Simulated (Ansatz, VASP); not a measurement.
# Two plane-wave programs on SbP

```
CELL_PARAMETERS angstrom
0.00000 2.28556 2.28556
2.28556 0.00000 2.28556
2.28556 2.28556 0.00000
ATOMIC_POSITIONS crystal
Sb 0.00000 0.00000 0.00000
P 0.25000 0.25000 0.25000
```

Change from the starting cell: volume scaled by 0.4, PAW files.

Alike in both runs: task single point; functional PBEsol; k mesh 11 × 11 × 11; occupations fermi-dirac, width 0.08 eV; no spin polarisation.

|  | VASP | Ansatz |
| --- | --- | --- |
| version | VASP 6.6.1 | Ansatz 0.2.0 |
| potentials or method | VASP PAW PBE potentials, release 64 (Sb, P) | PAW with Ansatz's default frozen-core files, scalar-relativistic |
| plane-wave cutoff (eV) | 520 | 420 |
| valence electrons in the cell | 10 | 20 |

Ansatz gave:

```
pressure (GPa) : 281.8
```

Problem. Which values does VASP return?

Solution. Pressure (GPa): 293.6.

VASP's potentials were made for PBE, not for PBEsol. Both programs put the cell under a high pressure, so it lies far from rest at this level. With one functional, cell and mesh, what is left measures potentials, basis and numerics. VASP's potentials hold 10 valence electrons a cell and Ansatz's 20, so a difference there can come from the potentials and not from the codes.

Spin-orbit coupling is off throughout. Noted on VASP's run: the cell as given lies far from equilibrium.
